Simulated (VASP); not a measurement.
# MnSi (rocksalt type) in VASP: further runs

The runs below take MnSi (rocksalt type) through electric field gradients, with PBE.

All numbers are computed with VASP 6.6.1; they aren't measurements. Logs are shortened: lines on timing, memory, paths and dates and some standing lists are left out, and cuts for length are marked.

## 1. The cell of the first run

The structure is tetragonal, space group I4/mmm (No. 139). Conventional cell: a = 3.357 Å, b = 3.357 Å, c = 4.845 Å, α = 90.00°, β = 90.00°, γ = 90.00°. Within 3.1 Å of Mn (site symmetry 4/mmm) lie 6 Si at 2.37 to 2.42 Å. Within 3.1 Å of Si (site symmetry 4/mmm) lie 6 Mn at 2.37 to 2.42 Å.

## 2. Electric field gradients, PBE, collinear spin, ferromagnetic start (x and y stretched by -2 %, z held)

File INCAR:

```
SYSTEM = MnSi
PREC = Accurate ; ENCUT = 520
EDIFF = 1E-8 ; ISMEAR = -1
SIGMA = 0.05 ; LREAL = .FALSE.
LASPH = .TRUE. ; NELM = 150
ALGO = Normal ; ISIF = 2
LWAVE = .FALSE. ; LCHARG = .FALSE.
ISPIN = 2 ; MAGMOM = 4 0
LORBIT = 11 ; LMAXMIX = 4
GGA = PE ; LEFG = .TRUE.
NBANDS = 20
```

File KPOINTS:

```
Automatic mesh
0
G
  15 15 15
  0 0 0
```

File POSCAR:

```
MnSi
1.0
    0.0000000000      2.3740455864      2.4224954964
    2.3740455864      0.0000000000      2.4224954964
    2.3740455864      2.3740455864      0.0000000000
Mn Si
1 1
Direct
    0.0000000000      0.0000000000      0.0000000000
    0.5000000000      0.5000000000      0.5000000000
```

Potentials or basis: VASP PAW PBE potentials, release 64 (Mn_pv, Si).

Run with:

```console
$ cat potpaw_PBE.64/Mn_pv/POTCAR potpaw_PBE.64/Si/POTCAR > POTCAR
$ mpirun -np 1 vasp_std > vasp.out
```

OUTCAR:

```text
SYSTEM = MnSi
   PREC = Accurate
   ENCUT = 520
   EDIFF = 1E-8
   ISMEAR = -1
   LREAL = .FALSE.
   LASPH = .TRUE.
   NELM = 150
   ISIF = 2
   ISPIN = 2
   LORBIT = 11
   GGA = PE

 ion  position               nearest neighbor table
   1  0.000  0.000  0.000-   2 2.37   2 2.37   2 2.37   2 2.37   2 2.42   2 2.42
   2  0.500  0.500  0.500-   1 2.37   1 2.37   1 2.37   1 2.37   1 2.42   1 2.42

  LATTYP: Found a body centered tetragonal cell.
 ALAT       =     3.3574074660
 C/A-ratio  =     1.4430750637

  Lattice vectors:

 A1 = (  -2.3740455864,   0.0000000000,   2.4224954964)
 A2 = (   2.3740455864,   0.0000000000,   2.4224954964)
 A3 = (   0.0000000000,   2.3740455864,  -2.4224954964)

Analysis of symmetry for initial positions (statically):
=====================================================================
 Subroutine PRICEL returns:
 Original cell was already a primitive cell.

 Routine SETGRP: Setting up the symmetry group for a
 body centered tetragonal supercell.

 Subroutine GETGRP returns: Found 16 space group operations
 (whereof 16 operations were pure point group operations)
 out of a pool of 16 trial point group operations.

The static configuration has the point symmetry D_4h.

Analysis of symmetry for dynamics (positions and initial velocities):
=====================================================================
 Subroutine PRICEL returns:
 Original cell was already a primitive cell.

 Routine SETGRP: Setting up the symmetry group for a
 body centered tetragonal supercell.

 Subroutine GETGRP returns: Found 16 space group operations
 (whereof 16 operations were pure point group operations)
 out of a pool of 16 trial point group operations.

The dynamic configuration has the point symmetry D_4h.

Analysis of structural, dynamic, and magnetic symmetry:
=====================================================================
 Subroutine PRICEL returns:
 Original cell was already a primitive cell.

 Routine SETGRP: Setting up the symmetry group for a
 body centered tetragonal supercell.

 Subroutine GETGRP returns: Found 16 space group operations
 (whereof 16 operations were pure point group operations)
 out of a pool of 16 trial point group operations.

The overall configuration has the point symmetry D_4h.

 Subroutine INISYM returns: Found 16 space group operations
 (whereof 16 operations are pure point group operations),
 and found     1 'primitive' translations

----------------------------------------------------------------------------------------

                                     Primitive cell

  volume of cell :      27.3068

  direct lattice vectors                    reciprocal lattice vectors
     0.000000000  2.374045586  2.422495496    -0.210610952  0.210610952  0.206398733
     2.374045586  0.000000000  2.422495496     0.210610952 -0.210610952  0.206398733
     2.374045586  2.374045586  0.000000000     0.210610952  0.210610952 -0.206398733

  length of vectors
     3.391839748  3.391839748  3.357407466     0.362373264  0.362373264  0.362373264

  position of ions in fractional coordinates (direct lattice)
     0.000000000  0.000000000  0.000000000
     0.500000000  0.500000000  0.500000000

  ion indices of the primitive-cell ions
   primitive index   ion index
                 1           1
                 2           2

----------------------------------------------------------------------------------------

 KPOINTS: Automatic mesh

Automatic generation of k-mesh.
 Grid dimensions read from file:
 generate k-points for:   15   15   15

 Generating k-lattice:

  Cartesian coordinates                     Fractional coordinates (reciprocal lattice)
    -0.014040730  0.014040730  0.013759916     0.066666667  0.000000000  0.000000000
     0.014040730 -0.014040730  0.013759916     0.000000000  0.066666667  0.000000000
     0.014040730  0.014040730 -0.013759916     0.000000000  0.000000000  0.066666667

  Length of vectors
     0.024158218  0.024158218  0.024158218

  Shift w.r.t. Gamma in fractional coordinates (k-lattice)
     0.000000000  0.000000000  0.000000000

 Subroutine IBZKPT returns following result:
 ===========================================

 Found    288 irreducible k-points:

 Following reciprocal coordinates:
            Coordinates               Weight
  0.000000  0.000000  0.000000      1.000000
  0.066667 -0.000000  0.000000      8.000000
  0.133333  0.000000  0.000000      8.000000
  0.200000  0.000000  0.000000      8.000000
  0.266667  0.000000  0.000000      8.000000
  0.333333  0.000000  0.000000      8.000000
[... 16 lines left out ...]
  0.133333  0.133333  0.000000      2.000000
  0.200000  0.133333  0.000000      8.000000
 [... further k-points ...]
   k-points           NKPTS =    288   k-points in BZ     NKDIM =    288   number of bands    NBANDS=     20
   number of dos      NEDOS =    301   number of ions     NIONS =      2
   total plane-waves  NPLWV =  21952
   dimension x,y,z NGX =    28 NGY =   28 NGZ =   28
   dimension x,y,z NGXF=    56 NGYF=   56 NGZF=   56
   ions per type =               1   1
   NGX,Y,Z   is equivalent  to a cutoff of  13.72, 13.72, 13.86 a.u.
   NGXF,Y,Z  is equivalent  to a cutoff of  27.45, 27.45, 27.73 a.u.
 SYSTEM =  MnSi
   PREC   = accura    normal or accurate (medium, high low for compatibility)
   ISTART =      0    job   : 0-new  1-cont  2-samecut
   ICHARG =      2    charge: 1-file 2-atom 10-const
   ISPIN  =      2    spin polarized calculation?
   LNONCOLLINEAR =      F non collinear calculations
   LSORBIT =      F    spin-orbit coupling
   LASPH  =      T    aspherical Exc in radial PAW
   ENCUT  =  520.0 eV  38.22 Ry    6.18 a.u.   6.31  6.31  6.24*2*pi/ulx,y,z
   NELM   =    150;   NELMIN=  2; NELMDL= -5     # of ELM steps
   EDIFF  = 0.1E-07   stopping-criterion for ELM
   LREAL  =      F    real-space projection
   EDIFFG = 0.1E-06   stopping-criterion for IOM
   NSW    =      0    number of steps for IOM
   IBRION =     -1    ionic relax: 0-MD 1-quasi-New 2-CG
   NFREE  =      0    steps in history (QN), initial steepest desc. (CG)
   ISIF   =      2    stress and relaxation
   ISYM   =      2    0-nonsym 1-usesym 2-fastsym
   POTIM  = 0.5000    time-step for ionic-motion
   TEBEG  =    0.0;   TEEND  =   0.0 temperature during run
   PSTRESS=    0.0 pullay stress
   NELECT =      17.0000    total number of electrons
   NUPDOWN=      -1.0000    fix difference up-down
   EMIN   =  10.00;   EMAX   =-10.00  energy-range for DOS
   EFERMI =   0.00;   METHOD = LEGACY
   ISMEAR =    -1;   SIGMA  =   0.05  broadening in eV -4-tet -1-fermi 0-gaus
   EFERMI_NEDOS =   21; number of points for ismear=-14 and -15
   IALGO  =     38    algorithm
   IMIX   =      4    mixing-type and parameters
     AMIX     =   0.40;   BMIX     =  1.00
     AMIX_MAG =   1.60;   BMIX_MAG =  1.00
  volume/ion in A,a.u.               =      13.65        92.14
  Fermi-wavevector in a.u.,A,eV,Ry     =   1.397872  2.641595 26.586416  1.954046
  Thomas-Fermi vector in A             =   2.521086
   LORBIT       =     11    0 simple, 1 ext, 2 COOP (PROOUT), +10 PAW based schemes
   GGA     = PE    functional components
   LHFCALC =     F    Hartree Fock is set to
   AEXX    =    0.0000 exact exchange contribution
   IVDW    =     0    specifies the selected vdW correction
   LEPSILON=     F    determine dielectric tensor
   LRPA    =     F    only Hartree local field effects (RPA)
 spin polarized calculation
  energy-cutoff  :      520.00
  volume of cell :       27.31
 maximum number of plane-waves:       753
 NGX is ok and might be reduce to    28
   NGX = 13   NGY = 13   NGZ = 13

 number of electron      17.0000003 magnetization       2.3524691

 Free energy of the ion-electron system (eV)
  ---------------------------------------------------
  ext. energy  EPLUGINS =         0.00000000
  ---------------------------------------------------
  free energy    TOTEN  =       -14.13666651 eV

  energy without entropy =      -14.12541059  energy(sigma->0) =      -14.13103855

 E-fermi :   9.2764     XC(G=0): -11.8841

 val. band max:        9.2761265590   @ k =  -0.2000   0.0667   0.0000
 cond. band min:       9.2833407012   @ k =   0.3333  -0.0000   0.2667
 fundamental gap:      0.0072141422
 Fermi energy:         9.2764474743

 spin component 1

 k-point     1 :       0.0000    0.0000    0.0000
  band No.  band energies     occupation
      1     -39.9492      1.00000
      2     -39.9290      1.00000
      3     -39.9290      1.00000
      4      -2.5764      1.00000
      5       6.5237      1.00000
      6       6.6244      1.00000
[... 12 lines left out ...]
     19      24.4068      0.00000
     20      24.5506      0.00000
[... 507 lines left out ...]
 k-point    24 :       0.2000    0.1333    0.0000
  band No.  band energies     occupation
      1     -39.9565      1.00000
      2     -39.9323      1.00000
      3     -39.9316      1.00000
      4      -1.8318      1.00000
      5       6.1822      1.00000
      6       6.2675      1.00000
[... 12 lines left out ...]
     19      24.2738      0.00000
     20      26.9976      0.00000

 [... further k-points ...]

 spin component 2

 k-point     1 :       0.0000    0.0000    0.0000
  band No.  band energies     occupation
      1     -37.3784      1.00000
      2     -37.3784      1.00000
      3     -37.3566      1.00000
      4      -2.5280      1.00000
      5       8.5993      1.00000
      6       8.6045      1.00000
[... 12 lines left out ...]
     19      24.7657      0.00000
     20      25.3997      0.00000
[... 507 lines left out ...]
 k-point    24 :       0.2000    0.1333    0.0000
  band No.  band energies     occupation
      1     -37.3828      1.00000
      2     -37.3815      1.00000
      3     -37.3648      1.00000
      4      -1.7886      1.00000
      5       7.3807      1.00000
      6       8.0707      1.00000
[... 12 lines left out ...]
     19      24.6741      0.00000
     20      27.7832      0.00000

 [... further k-points ...]

------------------------ aborting loop because EDIFF is reached ----------------------------------------

  FORCE on cell =-STRESS in cart. coord.  units (eV):
  Direction    XX          YY          ZZ          XY          YZ          ZX
  --------------------------------------------------------------------------------------
  -------------------------------------------------------------------------------------
  Total        1.0235391      1.0235391      0.3147912      0.0000000      0.0000000      0.0000000
  in kB       60.0542791     60.0542791     18.4697966      0.0000000      0.0000000      0.0000000
  external PRESSURE =      46.1927850 kB  Pullay stress =       0.0000000 kB

 VOLUME and BASIS-vectors are now :
 -----------------------------------------------------------------------------
  energy-cutoff  :      520.00
  volume of cell :       27.31
      direct lattice vectors                 reciprocal lattice vectors
     0.000000000  2.374045586  2.422495496    -0.210610952  0.210610952  0.206398733
     2.374045586  0.000000000  2.422495496     0.210610952 -0.210610952  0.206398733
     2.374045586  2.374045586  0.000000000     0.210610952  0.210610952 -0.206398733

 POSITION                                       TOTAL-FORCE (eV/Angst)
 -----------------------------------------------------------------------------------
      0.00000      0.00000      0.00000        -0.000000     -0.000000      0.000000
      2.37405      2.37405      2.42250         0.000000      0.000000      0.000000
 -----------------------------------------------------------------------------------
    total drift:                               -0.000000     -0.000000      0.000000

  FREE ENERGIE OF THE ION-ELECTRON SYSTEM (eV)
  ---------------------------------------------------
  free  energy   TOTEN  =       -14.1366665147 eV

  energy  without entropy=      -14.1254105868  energy(sigma->0) =      -14.13103855

 Electric field gradients (V/A^2)
---------------------------------------------------------------------
 ion       V_xx      V_yy      V_zz      V_xy      V_xz      V_yz
---------------------------------------------------------------------
   1      -4.795    -4.795     9.590    -0.003    -0.002    -0.002
   2      -3.628    -3.628     7.255    -0.000    -0.000    -0.000
---------------------------------------------------------------------

 Electric field gradients after diagonalization (V/A^2)
 (convention: |V_zz| > |V_xx| > |V_yy|)
----------------------------------------------------------------------
 ion       V_xx      V_yy      V_zz     asymmetry (V_yy - V_xx)/ V_zz
----------------------------------------------------------------------
   1      -4.798    -4.791     9.590       0.001
   2      -3.628    -3.627     7.255       0.000
----------------------------------------------------------------------

           NMR quadrupolar parameters

 Cq : quadrupolar parameter    Cq=e*Q*V_zz/h
 eta: asymmetry parameters     (V_yy - V_xx)/ V_zz
 Q  : nuclear electric quadrupole moment in mb (millibarn)
----------------------------------------------------------------------
 ion       Cq(MHz)       eta       Q (mb)
----------------------------------------------------------------------
   1       0.023       0.001       1.000
   2       0.018       0.000       1.000
----------------------------------------------------------------------

 total charge

# of ion       s       p       d       tot
------------------------------------------
    1        0.327   6.271   5.257  11.854
    2        0.790   0.917   0.000   1.707
--------------------------------------------------
tot          1.117   7.187   5.257  13.561

 magnetization (x)

# of ion       s       p       d       tot
------------------------------------------
    1        0.053   0.007   2.390   2.451
    2       -0.022  -0.084   0.000  -0.105
--------------------------------------------------
tot          0.031  -0.076   2.390   2.345
```

Run time: 8.5 min. Hardware: 1 thread of Intel Xeon Platinum 8488C (Sapphire Rapids), shared host; peak memory 0.35 GiB.

Results:

| Item | Value |
| --- | --- |
| Free energy | -14.1367 eV |
| Pressure | 4.6 GPa |
| Net moment | 2.35 μB per cell |
| Site moments | Mn +2.45; Si -0.10 μB |
| Largest electric field gradient by atom | Mn +9.6; Si +7.3 V/Å² |
| Valence electrons inside the program's atomic spheres | Mn 11.85; Si 1.71 |

Stress tensor (GPa, compression positive):
```
6.01 0.00 0.00
0.00 6.01 0.00
0.00 0.00 1.85
```

Electric field gradients, principal values (V/Å²):
```tsv
atom	least	middle	greatest (by size)
1 Mn	-4.791	-4.798	9.590
2 Si	-3.627	-3.628	7.255
```

Caveat: the cell differs from its parent crystal (x and y stretched by -2 %, z held); the cell stands under pressure; without QUAD_EFG the Cq values of the log hold for a quadrupole moment of 1 mb, not for the nuclei.

(Part 1 of 2 ends here.)
